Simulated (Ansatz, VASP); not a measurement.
## Te in VASP and in Ansatz

File INCAR:

```
SYSTEM = Te
  PREC = Accurate
  ENCUT = 520
  EDIFF = 1E-7
  ISMEAR = -1
  SIGMA = 0.032
  LREAL = .FALSE.
  LASPH = .TRUE.
  NELM = 60
  ALGO = Normal
  ISIF = 2
  LWAVE = .FALSE.
  LCHARG = .FALSE.
  GGA = PS
  NBANDS = 9
```

File KPOINTS:

```
regular mesh
0
G
  6 6 6
  0 0 0
```

File POSCAR:

```
Te
1.0
   -2.0760470000      2.0760470000      2.0760470000
    2.0760470000     -2.0760470000      2.0760470000
    2.0760470000      2.0760470000     -2.0760470000
Te
1
Direct
    0.0000000000      0.0000000000      0.0000000000
```

Input for Ansatz:

```yaml
crystal:
  lattice:
    - [-2.076047, 2.076047, 2.076047]
    - [2.076047, -2.076047, 2.076047]
    - [2.076047, 2.076047, -2.076047]
  atoms:
    - { symbol: Te, position: [0.0, 0.0, 0.0] }
  symmetry: { tolerance: 0.0003 }
kpoints:
  mp_grid: { grid: [6, 6, 6], shift: [0, 0, 0] }
magnetization:
  spin_polarized: false
scf:
  occupations: { method: fermi_dirac, width: 0.032 }
  algorithm: density_mixing
  initial_density: { chi_scale: 0.0 }
hamiltonian:
  pseudopotentials: { kind: paw }
  xc: pbesol
basis:
  ecutwfc: 420
output:
  forces: true
  stress: true
  eigenvalues: true
```

Alike in both runs: task single point; functional PBEsol; k mesh 6 × 6 × 6; occupations fermi-dirac, width 0.032 eV; no spin polarisation.

|  | VASP | Ansatz |
| --- | --- | --- |
| version | VASP 6.6.1 | Ansatz 0.2.0 |
| potentials or method | VASP PAW PBE potentials, release 64 (Te), cutoff 520 eV | PAW plane waves |
| valence electrons in the cell | 6 | 16 |

|  | VASP | Ansatz | Ansatz less VASP |
| --- | --- | --- | --- |
| gap on the k mesh at the Fermi level (eV) | none | none | - |
| pressure (GPa) | -9.1 | -9.1 | +0.02 |

VASP's potentials were made for PBE, not for PBEsol. A gap of «none» marks a metal or a gap that the smearing closes. With one functional, cell and mesh, what is left measures potentials, basis and numerics. VASP's potentials hold 6 valence electrons a cell and Ansatz's 16, so a difference there can come from the potentials and not from the codes.

Neither program's run includes spin-orbit coupling.
